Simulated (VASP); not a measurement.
A run of VASP 6.6.1 is set up as follows.

File INCAR:

```
PREC = Accurate
ENCUT = 520
EDIFF = 1E-7
ISMEAR = 0
SIGMA = 0.05
LREAL = F
LASPH = T
NELM = 80
ALGO = Normal
ISIF = 2
LWAVE = F
LCHARG = F
GGA = PE
NBANDS = 26
```

KPOINTS

```
Automatic mesh
0
Gamma
  12 12 6
```

Contents of POSCAR:

```
ZnS
1.0
    3.8109987816      0.0000000000      0.0000000000
   -1.9054993908      3.3004217586      0.0000000000
    0.0000000000      0.0000000000      6.2340000000
Zn S
2 2
Direct
    0.3991834964      0.7148723317      0.0000000000
    0.6008165036      0.2851276683      0.5000000000
    0.2773768155      0.6257036526      0.3850000000
    0.7226231845      0.3742963474      0.8850000000
```

Potentials or basis: VASP PAW PBE potentials, release 64 (Zn, S).

Command:

```bash
$ cat potpaw_PBE.64/Zn/POTCAR potpaw_PBE.64/S/POTCAR > POTCAR
$ mpirun -np 1 vasp_std > vasp.out
```

Question: Predict the largest force.

Answer: 0.480 eV/Å.

Question: What does it give for the band gap on the k mesh?

Answer: 2.13 eV.

Forces on the atoms (eV/Å):
```
Zn  -0.181 -0.215  0.390
Zn   0.181  0.215  0.390
S    0.121  0.093 -0.390
S   -0.121 -0.093 -0.390
```

Caveat: the cell differs from its parent crystal (atoms displaced along a vibrational mode). A k mesh can miss the band edges.
